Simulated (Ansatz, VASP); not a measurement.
SiW4: VASP beside Ansatz

```
Si W
1.0
     4.76510    0.00000    0.00000
     0.00000    4.76510    0.00000
     0.00000    0.00000    4.76510
Si W
1 4
Direct
  0.00000 0.00000 0.00000
  0.00000 0.50000 0.50000
  0.50000 0.00000 0.50000
  0.50000 0.50000 0.00000
  0.50000 0.50000 0.50000
```

Alike in both runs: functional PBE; k mesh 8 × 8 × 8; occupations gaussian, width 0.1 eV; no spin polarisation.

Ansatz relaxed the structure, and its values are those at the end. VASP's run is a single point on that final structure, the one shown.

```csv
,VASP,Ansatz
version,VASP 6.6.1,Ansatz 0.2.0
potentials or method,"VASP PAW PBE potentials, release 64 (Si, W_sv), cutoff 520 eV","scalar-relativistic, plane waves, PAW"
valence electrons in the cell,60,60
```

|  | VASP | Ansatz | Ansatz less VASP |
| --- | --- | --- | --- |
| gap on the k mesh at the Fermi level (eV) | none | none | - |
| pressure (GPa) | 0.9 | 0.0 | -0.90 |

A gap of «none» marks a metal or a gap that the smearing closes.

Spin-orbit coupling is off throughout.
